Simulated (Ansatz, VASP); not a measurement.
**BePd in VASP and in Ansatz**

File INCAR:

```
PREC = Accurate ; ENCUT = 600
EDIFF = 1E-6 ; ISMEAR = -1
SIGMA = 0.05 ; LREAL = False
LASPH = True ; NELM = 60
ALGO = Normal ; ISIF = 3
LWAVE = False ; LCHARG = False
GGA = CA ; IBRION = 2
NSW = 100 ; EDIFFG = -0.05
ISYM = 0
```

Contents of KPOINTS:

```
Automatic mesh
0
Gamma
  12 12 12
```

The input POSCAR:

```
BePd
1.0
    2.8130000000      0.0000000000      0.0000000000
    0.0000000000      2.8130000000      0.0000000000
    0.0000000000      0.0000000000      2.8130000000
Be Pd
1 1
Direct
    0.0000000000      0.0000000000      0.0000000000
    0.5000000000      0.5000000000      0.5000000000
```

Input for Ansatz:

```yaml
crystal:
  lattice:
    - [2.813, 0.0, 0.0]
    - [0.0, 2.813, 0.0]
    - [0.0, 0.0, 2.813]
  atoms:
    - { symbol: Be, position: [0.0, 0.0, 0.0] }
    - { symbol: Pd, position: [0.5, 0.5, 0.5] }
  symmetry: { detect: false }
kpoints:
  mp_grid: { grid: [12, 12, 12] }
scf:
  occupations: { method: fermi_dirac, width: 0.05 }
hamiltonian:
  xc: lda
  pseudopotentials: { kind: paw }
relax:
  f_tol: 0.05
  max_steps: 80
  cell: {}
  max_displacement: 0.3
output:
  forces: true
  stress: true
```

Alike in both runs: task relaxation of cell and atoms; functional LDA; k mesh 12 × 12 × 12; occupations fermi-dirac, width 0.05 eV; no spin polarisation.

|  | VASP | Ansatz |
| --- | --- | --- |
| version | VASP 6.6.1 | Ansatz 0.2.0 |
| potentials or method | VASP PAW LDA potentials, release 64 (Be, Pd) | PAW with Ansatz's default frozen-core files, scalar-relativistic |
| plane-wave cutoff (eV) | 600 | 420 |
| valence electrons in the cell | 12 | 20 |

Ansatz gave:

* relaxed volume (Å³/atom): 10.66
* relaxed cell length with the largest relative difference (Å): 2.773

Q: Which values does VASP return?

A: Relaxed volume (Å³/atom): 10.70; relaxed cell length with the largest relative difference (Å): 2.776.

LDA's correlation is that of Perdew and Zunger in VASP and of Perdew and Wang (1992) in Ansatz. VASP's potentials hold 12 valence electrons a cell and Ansatz's 20, so a difference there can come from the potentials and not from the codes. Ansatz's warnings: displaced walk ended near start symmetry, relaxation start displaced.
